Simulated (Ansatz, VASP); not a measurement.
# SiO2: VASP beside Ansatz

```xyz
6
Lattice="4.1302 0.0000 0.0000 0.0000 4.1302 0.0000 0.0000 0.0000 2.9168" Properties=species:S:1:pos:R:3 pbc="T T T"
Si    2.0651    2.0651    1.4584
Si    0.0000    0.0000    0.0000
O     2.8681    2.8681    0.0000
O     0.8030    3.3272    1.4584
O     1.2621    1.2621    0.0000
O     3.3272    0.8030    1.4584
```

Alike in both runs: task single point; functional LDA; k mesh 6 × 6 × 8; occupations gaussian, width 0.05 eV; no spin polarisation.

|  | VASP | Ansatz |
| --- | --- | --- |
| version | VASP 6.6.1 | Ansatz 0.2.0 |
| potentials or method | VASP PAW LDA potentials, release 64 (Si, O), cutoff 520 eV | scalar-relativistic, plane waves, PAW |
| valence electrons in the cell | 32 | 32 |

|  | VASP | Ansatz | Ansatz less VASP |
| --- | --- | --- | --- |
| gap on the k mesh at the Fermi level (eV) | 4.06 | 4.06 | 0.000 |
| least direct gap on the mesh (eV) | 4.06 | 4.06 | 0.000 |
| pressure (GPa) | -23.6 | -24.5 | -0.86 |
| traceless stress, the component that is largest in VASP (GPa) | -25.44 | -25.60 | -0.158 |
| rms of the force components (eV/Å) | 0.138 | 0.141 | +0.0027 |

Ansatz warns that its potentials were made for another functional, while VASP's fit it. LDA's correlation is that of Perdew and Zunger in VASP and of Perdew and Wang (1992) in Ansatz. Atom by atom the forces differ by 0.003 eV/Å (rms over components).
